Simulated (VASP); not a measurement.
# Al4Si2HO9F3 (P2_1) in VASP: electric field gradients with LDA

Aim: the electric field gradients of Al4Si2HO9F3 with LDA.

Everything below comes from runs of VASP 6.6.1. Logs are shortened: lines on timing, memory, paths and dates and some standing lists are left out, and cuts for length are marked.

## 1. The cell of the first run

It takes space group P2_1 (No. 4, monoclinic). The conventional cell has a = 8.491 Å, b = 4.722 Å, c = 8.929 Å, α = 90.00°, β = 90.02°, γ = 90.00°. Within 2.4 Å of Al (site symmetry 1) lie 2 F at 1.82 Å and 4 O at 1.90 to 1.92 Å. Within 2.4 Å of Al (site symmetry 1) lie 2 F at 1.81 to 1.82 Å and 4 O at 1.91 to 1.92 Å. Al (site symmetry 1) has 6 O at 1.83 to 1.97 Å and 2 H at 2.34 to 2.37 Å within 2.4 Å. Al (site symmetry 1) has 2 F at 1.83 to 1.84 Å and 4 O at 1.90 to 1.94 Å within 2.4 Å. Within 2.2 Å of Si (site symmetry 1) lie 4 O at 1.65 to 1.67 Å. Si (site symmetry 1) has 4 O at 1.66 Å within 2.2 Å. Within 1.3 Å of H (site symmetry 1) lie 1 O at 0.97 Å. Within 2.2 Å of O (site symmetry 1) lie 1 Si at 1.67 Å and 2 Al at 1.94 to 1.97 Å and 1 H at 2.20 Å.

## 2. Electric field gradients, LDA

INCAR reads:

```
PREC = Accurate ; ENCUT = 910
EDIFF = 1E-8 ; ISMEAR = -1
SIGMA = 0.02 ; LREAL = Auto
LASPH = T ; NELM = 120
ALGO = Normal ; ISIF = 2
LWAVE = F ; LCHARG = F
GGA = CA ; LEFG = T
NBANDS = 121 ; GGA_COMPAT = F
```

KPOINTS reads:

```
Automatic mesh
0
Gamma
  3 5 3
```

POSCAR reads:

```
Al4Si2HO9F3
1.0
    8.4910112472      0.0000000000      0.0000000000
    0.0000000000      4.7216480000      0.0000000000
   -0.0038625987      0.0000000000      8.9286093279
Al Si H O F
8 4 2 18 6
Direct
    0.5829620000      0.0976200000      0.8815800000
    0.9178380000      0.0962900000      0.8809370000
    0.9205550000      0.4025460000      0.3826830000
    0.5829540000      0.4053290000      0.3791560000
    0.4170380000      0.5976200000      0.1184200000
    0.0821620000      0.5962900000      0.1190630000
    0.0794450000      0.9025460000      0.6173170000
    0.4170460000      0.9053290000      0.6208440000
    0.2508360000      0.1004940000      0.3067850000
    0.2506380000      0.3973130000      0.8106630000
    0.7491640000      0.6004940000      0.6932150000
    0.7493620000      0.8973130000      0.1893370000
    0.1669530000      0.4918130000      0.4970350000
    0.8330470000      0.9918130000      0.5029650000
    0.2520900000      0.0519500000      0.4925340000
    0.9333920000      0.0897680000      0.5029250000
    0.7475320000      0.2019080000      0.2822290000
    0.0949290000      0.2053500000      0.7629430000
    0.4081030000      0.2093280000      0.7616120000
    0.0943820000      0.2872020000      0.2562450000
    0.4080370000      0.2909370000      0.2601250000
    0.7490310000      0.2946250000      0.7824550000
    0.2505580000      0.4633020000      0.9933230000
    0.7479100000      0.5519500000      0.5074660000
    0.0666080000      0.5897680000      0.4970750000
    0.2524680000      0.7019080000      0.7177710000
    0.5918970000      0.7093280000      0.2383880000
    0.9050710000      0.7053500000      0.2370570000
    0.5919630000      0.7909370000      0.7398750000
    0.9056180000      0.7872020000      0.7437550000
    0.2509690000      0.7946250000      0.2175450000
    0.7494420000      0.9633020000      0.0066770000
    0.5583180000      0.0989630000      0.5026350000
    0.5558250000      0.4062100000      0.0004270000
    0.9445280000      0.4040500000      0.9996590000
    0.4416820000      0.5989630000      0.4973650000
    0.0554720000      0.9040500000      0.0003410000
    0.4441750000      0.9062100000      0.9995730000
```

Potentials or basis: VASP PAW LDA potentials, release 64 (Al, Si, H_h, O_h, F_h).

Launch:

```
$ cat potpaw_LDA.64/Al/POTCAR potpaw_LDA.64/Si/POTCAR potpaw_LDA.64/H_h/POTCAR potpaw_LDA.64/O_h/POTCAR potpaw_LDA.64/F_h/POTCAR > POTCAR
$ mpirun -np 1 vasp_std > vasp.out
```

OUTCAR:

```text
PREC = Accurate
   ENCUT = 910
   EDIFF = 1E-8
   ISMEAR = -1
   LREAL = Auto
   LASPH = T
   NELM = 120
   ISIF = 2
   GGA = CA

 ion  position               nearest neighbor table
   1  0.583  0.098  0.882-  34 1.82  38 1.82  19 1.90  22 1.91  32 1.91  29 1.92   2 2.84   8 2.87
                            11 3.21  10 3.22  12 3.23  11 3.23
   2  0.918  0.096  0.881-  35 1.81  37 1.82  18 1.91  30 1.91  32 1.92  22 1.92   1 2.84   7 2.87
                            11 3.22  10 3.22  12 3.24  11 3.24
   3  0.921  0.403  0.383-  16 1.83  25 1.83  20 1.94  28 1.94  17 1.96  24 1.97   4 2.87   6 2.87
                             9 3.22  12 3.25
   4  0.583  0.405  0.379-  33 1.83  36 1.84  17 1.90  21 1.90  27 1.91  24 1.94   3 2.87   5 2.87
                            12 3.20   9 3.23
   5  0.417  0.598  0.118-  38 1.82  34 1.82  27 1.90  31 1.91  23 1.91  21 1.92   6 2.84   4 2.87
                             9 3.21  12 3.22  10 3.23   9 3.23
   6  0.082  0.596  0.119-  37 1.81  35 1.82  28 1.91  20 1.91  23 1.92  31 1.92   5 2.84   3 2.87
                             9 3.22  12 3.22  10 3.24   9 3.24
   7  0.079  0.903  0.617-  25 1.83  16 1.83  30 1.94  18 1.94  26 1.96  15 1.97   8 2.87   2 2.87
                            11 3.22  10 3.25
   8  0.417  0.905  0.621-  36 1.83  33 1.84  26 1.90  29 1.90  19 1.91  15 1.94   7 2.87   1 2.87
                            10 3.20  11 3.23
   9  0.251  0.100  0.307-  31 1.65  20 1.66  21 1.66  15 1.67   5 3.21   6 3.22   3 3.22   4 3.23
                             5 3.23   6 3.24
  10  0.251  0.397  0.811-  18 1.66  26 1.66  23 1.66  19 1.66   8 3.20   1 3.22   2 3.22   5 3.23
                             6 3.24   7 3.25
  11  0.749  0.600  0.693-  22 1.65  30 1.66  29 1.66  24 1.67   1 3.21   2 3.22   7 3.22   8 3.23
                             1 3.23   2 3.24
  12  0.749  0.897  0.189-  28 1.66  17 1.66  32 1.66  27 1.66   4 3.20   5 3.22   6 3.22   1 3.23
                             2 3.24   3 3.25
  13  0.167  0.492  0.497-  25 0.97
  14  0.833  0.992  0.503-  16 0.97
  15  0.252  0.052  0.493-   9 1.67   8 1.94   7 1.97
  16  0.933  0.090  0.503-  14 0.97   3 1.83   7 1.83
  17  0.748  0.202  0.282-  12 1.66   4 1.90   3 1.96
  18  0.095  0.205  0.763-  10 1.66   2 1.91   7 1.94
  19  0.408  0.209  0.762-  10 1.66   1 1.90   8 1.91
  20  0.094  0.287  0.256-   9 1.66   6 1.91   3 1.94
[... 10 lines left out ...]
  31  0.251  0.795  0.218-   9 1.65   5 1.91   6 1.92
  32  0.749  0.963  0.007-  12 1.66   1 1.91   2 1.92
  33  0.558  0.099  0.503-   4 1.83   8 1.84
  34  0.556  0.406  0.000-   1 1.82   5 1.82
  35  0.945  0.404  1.000-   2 1.81   6 1.82
  36  0.442  0.599  0.497-   8 1.83   4 1.84
  37  0.055  0.904  0.000-   6 1.81   2 1.82
  38  0.444  0.906  1.000-   5 1.82   1 1.82

  LATTYP: Found a simple monoclinic cell.
 ALAT       =     8.4910112472
 B/A-ratio  =     0.5560760506
 C/A-ratio  =     1.0515367255
 COS(beta)  =    -0.0004326092

  Lattice vectors:

 A1 = (   8.4910112472,   0.0000000000,   0.0000000000)
 A2 = (   0.0000000000,   4.7216480000,   0.0000000000)
 A3 = (  -0.0038625987,   0.0000000000,   8.9286093279)

Analysis of symmetry for initial positions (statically):
=====================================================================
 Subroutine PRICEL returns:
 Original cell was already a primitive cell.

 Routine SETGRP: Setting up the symmetry group for a
 simple monoclinic supercell.

 Subroutine GETGRP returns: Found  2 space group operations
 (whereof  1 operations were pure point group operations)
 out of a pool of  4 trial point group operations.

The static configuration has the point symmetry C_1 .
 The point group associated with its full space group is C_2 .

Analysis of symmetry for dynamics (positions and initial velocities):
=====================================================================
 Subroutine PRICEL returns:
 Original cell was already a primitive cell.

 Routine SETGRP: Setting up the symmetry group for a
 simple monoclinic supercell.

 Subroutine GETGRP returns: Found  2 space group operations
 (whereof  1 operations were pure point group operations)
 out of a pool of  4 trial point group operations.
[... 170 lines left out ...]
   ISIF   =      2    stress and relaxation
   ISYM   =      2    0-nonsym 1-usesym 2-fastsym
   POTIM  = 0.5000    time-step for ionic-motion
   TEBEG  =    0.0;   TEEND  =   0.0 temperature during run
   PSTRESS=    0.0 pullay stress
   NELECT =     192.0000    total number of electrons
   NUPDOWN=      -1.0000    fix difference up-down
   EMIN   =  10.00;   EMAX   =-10.00  energy-range for DOS
   EFERMI =   0.00;   METHOD = LEGACY
   ISMEAR =    -1;   SIGMA  =   0.02  broadening in eV -4-tet -1-fermi 0-gaus
   EFERMI_NEDOS =   21; number of points for ismear=-14 and -15
   IALGO  =     38    algorithm
   IMIX   =      4    mixing-type and parameters
     AMIX     =   0.40;   BMIX     =  1.00
     AMIX_MAG =   1.60;   BMIX_MAG =  1.00
  volume/ion in A,a.u.               =       9.42        63.57
  Fermi-wavevector in a.u.,A,eV,Ry     =   1.330137  2.513594 24.072295  1.769264
  Thomas-Fermi vector in A             =   2.459246
   LORBIT       =      0    0 simple, 1 ext, 2 COOP (PROOUT), +10 PAW based schemes
   GGA     = CA    functional components
   LHFCALC =     F    Hartree Fock is set to
   AEXX    =    0.0000 exact exchange contribution
   IVDW    =     0    specifies the selected vdW correction
   LEPSILON=     F    determine dielectric tensor
   LRPA    =     F    only Hartree local field effects (RPA)
 non-spin polarized calculation
  energy-cutoff  :      910.00
  volume of cell :      357.96
 maximum number of plane-waves:     22338
   NGX = 41   NGY = 23   NGZ = 43

 number of electron     191.9999998 magnetization

 Free energy of the ion-electron system (eV)
  ---------------------------------------------------
  ext. energy  EPLUGINS =         0.00000000
  ---------------------------------------------------
  free energy    TOTEN  =      -297.49063738 eV

  energy without entropy =     -297.49063738  energy(sigma->0) =     -297.49063738

 E-fermi :   4.6076     XC(G=0): -11.2690

 val. band max:        4.1403528466   @ k =   0.3333   0.0000   0.3333
 cond. band min:       9.3508937713   @ k =   0.0000   0.0000   0.0000
 fundamental gap:      5.2105409247
 Fermi energy:         4.6075596281

 k-point     1 :       0.0000    0.0000    0.0000
  band No.  band energies     occupation
      1     -18.5103      2.00000
      2     -18.4294      2.00000
      3     -18.3502      2.00000
      4     -17.8756      2.00000
      5     -17.7649      2.00000
      6     -17.7027      2.00000
[... 1654 lines left out ...]
    107      13.1071      0.00000
    108      13.2550      0.00000
 [bands above 108 left out]

------------------------ aborting loop because EDIFF is reached ----------------------------------------

  FORCE on cell =-STRESS in cart. coord.  units (eV):
  Direction    XX          YY          ZZ          XY          YZ          ZX
  --------------------------------------------------------------------------------------
  -------------------------------------------------------------------------------------
  Total      -22.3544071    -22.7857026    -23.1658321      0.0000000      0.0000000      0.0145881
  in kB     -100.0545619   -101.9849679   -103.6863633      0.0000000      0.0000000      0.0652937
  external PRESSURE =    -101.9086311 kB  Pullay stress =       0.0000000 kB

 VOLUME and BASIS-vectors are now :
 -----------------------------------------------------------------------------
  energy-cutoff  :      910.00
  volume of cell :      357.96
      direct lattice vectors                 reciprocal lattice vectors
     8.491011247  0.000000000  0.000000000     0.117771602  0.000000000  0.000050949
     0.000000000  4.721648000  0.000000000     0.000000000  0.211790460  0.000000000
    -0.003862599  0.000000000  8.928609328     0.000000000  0.000000000  0.111999525

 POSITION                                       TOTAL-FORCE (eV/Angst)
 -----------------------------------------------------------------------------------
      4.94653      0.46093      7.87128        -0.059056     -0.004278      0.095262
      7.78997      0.45465      7.86554         0.060286     -0.012606      0.100470
      7.81496      1.90068      3.41683         0.042110     -0.006297      0.067744
      4.94840      1.91382      3.38534        -0.055051      0.007516      0.086014
      3.54062      2.82175      1.05733         0.059056     -0.004278     -0.095262
      0.69718      2.81547      1.06307        -0.060286     -0.012606     -0.100470
[... 30 lines left out ...]
      0.47101      4.26861      0.00304        -0.169497     -0.118044     -0.009013
      3.76763      4.27880      8.92480         0.175067     -0.119346     -0.008320
 -----------------------------------------------------------------------------------
    total drift:                                0.000000      0.008105      0.000005

  FREE ENERGIE OF THE ION-ELECTRON SYSTEM (eV)
  ---------------------------------------------------
  free  energy   TOTEN  =      -297.4906373776 eV

  energy  without entropy=     -297.4906373776  energy(sigma->0) =     -297.49063738

 Electric field gradients (V/A^2)
---------------------------------------------------------------------
 ion       V_xx      V_yy      V_zz      V_xy      V_xz      V_yz
---------------------------------------------------------------------
   1      -4.167     3.891     0.276    -0.539    -2.800    -0.234
   2      -2.648     1.897     0.751    -0.569     2.249    -3.566
   3       3.573    -4.350     0.777    -8.763    -8.336     9.567
   4      -2.594     2.289     0.306     1.082    -2.191     1.541
   5      -4.167     3.891     0.276     0.539    -2.800     0.234
   6      -2.648     1.897     0.751     0.569     2.249     3.566
[... 30 lines left out ...]
  37     -22.927    21.042     1.885   -39.319    40.580   -69.740
  38     -22.738    21.182     1.556    38.876   -40.637   -68.863
---------------------------------------------------------------------

 Electric field gradients after diagonalization (V/A^2)
 (convention: |V_zz| > |V_xx| > |V_yy|)
----------------------------------------------------------------------
 ion       V_xx      V_yy      V_zz     asymmetry (V_yy - V_xx)/ V_zz
----------------------------------------------------------------------
   1       3.928     1.629    -5.556       0.414
   2      -4.062    -1.333     5.395       0.506
   3     -12.100    -5.956    18.056       0.340
   4       3.132     1.083    -4.215       0.486
   5       3.928     1.629    -5.556       0.414
   6      -4.062    -1.333     5.395       0.506
[... 30 lines left out ...]
  37     -60.410   -45.987   106.398       0.136
  38     -60.003   -45.421   105.425       0.138
----------------------------------------------------------------------

           NMR quadrupolar parameters

 Cq : quadrupolar parameter    Cq=e*Q*V_zz/h
 eta: asymmetry parameters     (V_yy - V_xx)/ V_zz
 Q  : nuclear electric quadrupole moment in mb (millibarn)
----------------------------------------------------------------------
 ion       Cq(MHz)       eta       Q (mb)
----------------------------------------------------------------------
   1      -0.013       0.414       1.000
   2       0.013       0.506       1.000
   3       0.044       0.340       1.000
   4      -0.010       0.486       1.000
   5      -0.013       0.414       1.000
   6       0.013       0.506       1.000
[... 30 lines left out ...]
  37       0.257       0.136       1.000
  38       0.255       0.138       1.000
----------------------------------------------------------------------
```

Run time: 37 min. Hardware: 1 thread of AMD EPYC 7R13 (Zen 3), shared host; peak memory 1.2 GiB.

Results:

```
Free energy                             : -297.4906 eV
Pressure                                : -10.2 GPa
Largest force                           : 0.598 eV/Å
Band gap on the k mesh                  : 5.21 eV (least direct gap 5.22 eV)
Largest electric field gradient by atom : Al -5.6, +5.4, +18.1, -4.2 (each value once); Si -10.8, +8.4 (each value once); H +40.7; O +73.8, +114.7, -74.7, -73.0, -71.0, +69.8, -69.5, -75.3, +74.4 (each value once); F +102.9, +105.4, +106.4 (each value once) V/Å²
```

Forces on the atoms (eV/Å):
```
Al  -0.059 -0.004  0.095
Al   0.060 -0.013  0.100
Al   0.042 -0.006  0.068
Al  -0.055  0.008  0.086
Al   0.059 -0.004 -0.095
Al  -0.060 -0.013 -0.100
Al  -0.042 -0.006 -0.068
Al   0.055  0.008 -0.086
Si  -0.012 -0.007 -0.011
Si  -0.001  0.007 -0.003
Si   0.012 -0.007  0.011
Si   0.001  0.007  0.003
H    0.353 -0.278  0.082
H   -0.353 -0.278 -0.082
O   -0.004 -0.015 -0.077
O    0.513  0.308  0.012
O   -0.014 -0.109  0.072
O    0.106 -0.031  0.108
O   -0.110 -0.045  0.102
O    0.128  0.053  0.115
O   -0.111  0.044  0.107
O   -0.006  0.100  0.050
O    0.004  0.087 -0.077
O    0.004 -0.015  0.077
O   -0.513  0.308 -0.012
O    0.014 -0.109 -0.072
O    0.110 -0.045 -0.102
O   -0.106 -0.031 -0.108
O    0.111  0.044 -0.107
O   -0.128  0.053 -0.115
O    0.006  0.100 -0.050
O   -0.004  0.087  0.077
F   -0.140  0.139  0.021
F   -0.175 -0.119  0.008
F    0.169 -0.118  0.009
F    0.140  0.139 -0.021
F   -0.169 -0.118 -0.009
F    0.175 -0.119 -0.008
```

Electric field gradients, principal values (V/Å²):
| atom | least | middle | greatest (by size) |
| --- | --- | --- | --- |
| 1 Al | 1.629 | 3.928 | -5.556 |
| 2 Al | -1.333 | -4.062 | 5.395 |
| 3 Al | -5.956 | -12.100 | 18.056 |
| 4 Al | 1.083 | 3.132 | -4.215 |
| 5 Al | 1.629 | 3.928 | -5.556 |
| 6 Al | -1.333 | -4.062 | 5.395 |
| 7 Al | -5.956 | -12.100 | 18.056 |
| 8 Al | 1.083 | 3.132 | -4.215 |
| 9 Si | 1.911 | 8.938 | -10.849 |
| 10 Si | -1.111 | -7.307 | 8.418 |
| 11 Si | 1.911 | 8.938 | -10.849 |
| 12 Si | -1.111 | -7.307 | 8.418 |
| 13 H | -18.271 | -22.407 | 40.677 |
| 14 H | -18.271 | -22.407 | 40.677 |
| 15 O | -11.757 | -62.056 | 73.813 |
| 16 O | -8.447 | -106.252 | 114.700 |
| 17 O | 1.989 | 72.705 | -74.695 |
| 18 O | 2.985 | 70.031 | -73.016 |
| 19 O | 3.254 | 67.696 | -70.950 |
| 20 O | -0.973 | -68.840 | 69.813 |
| 21 O | 2.247 | 67.267 | -69.514 |
| 22 O | 6.099 | 69.244 | -75.342 |
| 23 O | -3.336 | -71.035 | 74.371 |
| 24 O | -11.757 | -62.056 | 73.813 |
| 25 O | -8.447 | -106.252 | 114.700 |
| 26 O | 1.989 | 72.705 | -74.695 |
| 27 O | 3.254 | 67.696 | -70.950 |
| 28 O | 2.985 | 70.031 | -73.016 |
| 29 O | 2.247 | 67.267 | -69.514 |
| 30 O | -0.973 | -68.840 | 69.813 |
| 31 O | 6.099 | 69.244 | -75.342 |
| 32 O | -3.336 | -71.035 | 74.371 |
| 33 F | -39.958 | -62.944 | 102.902 |
| 34 F | -45.421 | -60.003 | 105.425 |
| 35 F | -45.987 | -60.410 | 106.398 |
| 36 F | -39.958 | -62.944 | 102.902 |
| 37 F | -45.987 | -60.410 | 106.398 |
| 38 F | -45.421 | -60.003 | 105.425 |

Caveat: the cell stands under tension; without QUAD_EFG the Cq values of the log hold for a quadrupole moment of 1 mb, not for the nuclei.
